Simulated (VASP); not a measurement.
MnO: single point with PBE

MnO:

```
CELL_PARAMETERS angstrom
1.54671 0.89300 2.03360
-1.54671 0.89300 2.03360
0.00000 -1.78599 2.03360
ATOMIC_POSITIONS crystal
Mn 0.00000 0.00000 0.00000
O 0.50000 0.50000 0.50000
```

* Program: VASP 6.6.1
* Task: single point
* Functional: PBE
* Potentials or basis: VASP PAW PBE potentials, release 64 (Mn_pv, O)
* Cutoff: 520 eV
* k mesh: 14 × 14 × 14
* Occupations: gaussian, width 0.05 eV
* Spin: no spin polarisation
* Dipole correction: no
* k mesh for the DOS: 21 × 21 × 21
* Occupations for the DOS: tetrahedron
* Further INCAR settings: ALGO = Normal; EDIFF = 1e-06; NBANDS = 16

* Valence electrons inside the program's atomic spheres: Mn 11.75; O 5.02

Levels at points of the mesh, in eV from the Fermi level:
```csv
k point,band 7,band 8,band 9,band 10,band 11,band 12
"(0.00, 0.00, 0.00)",-3.96,-2.51,-2.51,-0.99,-0.76,-0.76
```

Wall time 2.3 min on 1 thread of Intel(R) Xeon(R) Platinum 8259CL CPU @ 2.50GHz (Skylake/Cascade Lake), with other jobs on the host, peak memory 0.33 GiB.

Caveat: an odd number of electrons without spin polarisation forces a metal; a magnetic or distorted state may lie lower; the run has no spin polarisation, though such a crystal can be magnetic; semilocal functionals often make such compounds metallic where correlation or magnetic order opens a gap, which also shifts bond lengths. Spin polarisation is off, so any magnetic state and its effect on volume and gap are missing.
